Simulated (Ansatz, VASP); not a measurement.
## One calculation of Cd, two programs

Contents of POSCAR:

```
Cd
1.0
    2.9788725081      0.0000000000      0.0000000000
   -1.4894362540      2.5797792666      0.0000000000
    0.0000000000      0.0000000000      5.6176500000
Cd
2
Direct
    0.3333333333      0.6666666667      0.2500000000
    0.6666666667      0.3333333333      0.7500000000
```

INCAR.step1

```
SYSTEM = Cd
ALGO = Normal
EDIFF = 1E-4
ENCUT = 520
GGA = PE
ISMEAR = -1
LASPH = .True.
LCHARG = .False.
LREAL = .False.
LWAVE = .True.
NBANDS = 19
NELM = 60
PREC = Accurate
SIGMA = 0.05
```

Contents of INCAR.step2:

```
SYSTEM = Cd
ALGO = Normal
EDIFF = 1E-8
ENCUT = 520
ISIF = 2
ISMEAR = -1
ISTART = 1
LASPH = .True.
LCHARG = .False.
LEFG = .True.
LMIXTAU = .True.
LREAL = .False.
LWAVE = .False.
METAGGA = R2SCAN
NBANDS = 19
NELM = 60
PREC = Accurate
SIGMA = 0.05
```

KPOINTS

```
k-points
0
Gamma
  13 13 6
  0 0 0
```

Input for Ansatz:

```yaml
crystal:
  lattice:
    - [2.9788725081, 0.0, 0.0]
    - [-1.489436254, 2.5797792666, 0.0]
    - [0.0, 0.0, 5.61765]
  atoms:
    - { symbol: Cd, position: [0.3333333333, 0.6666666667, 0.25] }
    - { symbol: Cd, position: [0.6666666667, 0.3333333333, 0.75] }
kpoints:
  mp_grid: { grid: [13, 13, 6] }
scf:
  occupations: { method: fermi_dirac, width: 0.05 }
hamiltonian:
  xc: r2scan
  pseudopotentials: { kind: paw }
output:
  forces: true
  stress: true
  populations: true
  efg: { contact_densities: true }
```

Alike in both runs: task electric field gradients; functional r2SCAN; k mesh 13 × 13 × 6; occupations fermi-dirac, width 0.05 eV; no spin polarisation.

|  | VASP | Ansatz |
| --- | --- | --- |
| version | VASP 6.6.1 | Ansatz 0.2.0 |
| potentials or method | VASP PAW PBE potentials, release 64 (Cd) | plane-wave PAW, scalar-relativistic |
| plane-wave cutoff (eV) | 520 | 500 |
| valence electrons in the cell | 24 | 40 |

Ansatz gave:

```
pressure (GPa)                                                : 0.4
traceless stress, the component that is largest in VASP (GPa) : -0.10
size of Vzz on the site where it differs most (V/Å²)          : 91.8
```

Q: Which values does VASP return?

A: Pressure (GPa): 0.8; traceless stress, the component that is largest in VASP (GPa): -0.24; size of Vzz on the site where it differs most (V/Å²): 91.3.

VASP's potentials were made for PBE, not for r2SCAN. The functional is the same, so the differences come from potentials, cutoffs and numerics. VASP's potentials hold 24 valence electrons a cell and Ansatz's 40, so a difference there can come from the potentials and not from the codes.
